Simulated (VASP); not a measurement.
# FeBr: single point with PBE

FeBr:

```
Fe Br
1.0
     3.52258    0.00000    0.00000
    -1.76129    3.05065    0.00000
     0.00000    0.00000    3.43787
Fe Br
1 1
Direct
  0.00000 0.00000 0.00000
  0.66667 0.33333 0.50000
```

* Program: VASP 6.6.1
* Task: single point
* Functional: PBE
* Potentials or basis: VASP PAW PBE potentials, release 64 (Fe, Br)
* Cutoff: 520 eV
* k mesh: 6 × 6 × 6
* Occupations: gaussian, width 0.1 eV
* Spin: collinear spin, ferromagnetic start
* Starting moments: [4.0, 0.0] μB
* Dipole correction: no
* Further INCAR settings: ALGO = Normal; EDIFF = 1e-06; NBANDS = 18

```yaml
Pressure: 1.4 GPa
Band_gap_on_the_k_mesh: zero (filled and empty bands overlap)
Net_moment: 3.04 μB per cell
Site_moments: Fe +2.94; Br +0.11 μB
Valence_electrons_inside_the_program's_atomic_spheres: Fe 6.79; Br 4.89
```

Stress tensor (GPa, compression positive):
```
0.60 0.00 0.00
0.00 0.60 0.00
0.00 0.00 2.87
```

Levels at points of the mesh, in eV from the Fermi level:
Spin up:
| k point | band 7 | band 8 | band 9 | band 10 | band 11 | band 12 |
| --- | --- | --- | --- | --- | --- | --- |
| (0.00, 0.00, 0.00) | -2.90 | -1.63 | -1.63 | -0.78 | 5.45 | 6.22 |
| (0.50, 0.00, 0.00) | -2.27 | -2.22 | -1.40 | 1.59 | 4.94 | 6.64 |
| (0.00, 0.00, 0.50) | -2.30 | -1.92 | -1.92 | 3.20 | 4.80 | 8.77 |
| (0.50, 0.00, 0.50) | -2.36 | -2.17 | -1.21 | -0.18 | 3.93 | 5.20 |
Spin down:
| k point | band 4 | band 5 | band 6 | band 7 | band 8 | band 9 |
| --- | --- | --- | --- | --- | --- | --- |
| (0.00, 0.00, 0.00) | -4.38 | -1.98 | -0.27 | 0.28 | 0.28 | 0.49 |
| (0.50, 0.00, 0.00) | -4.57 | -1.63 | 0.09 | 0.19 | 0.35 | 1.12 |
| (0.00, 0.00, 0.50) | -3.89 | -0.59 | -0.59 | -0.07 | 0.48 | 0.48 |
| (0.50, 0.00, 0.50) | -4.98 | -1.42 | 0.19 | 0.29 | 0.50 | 1.19 |

Run time: 32 s on 1 thread of Intel(R) Xeon(R) Platinum 8488C (Sapphire Rapids) (shared host), peak memory 0.18 GiB.

Caveat: semilocal functionals often make such compounds metallic where correlation or magnetic order opens a gap, which also shifts bond lengths.
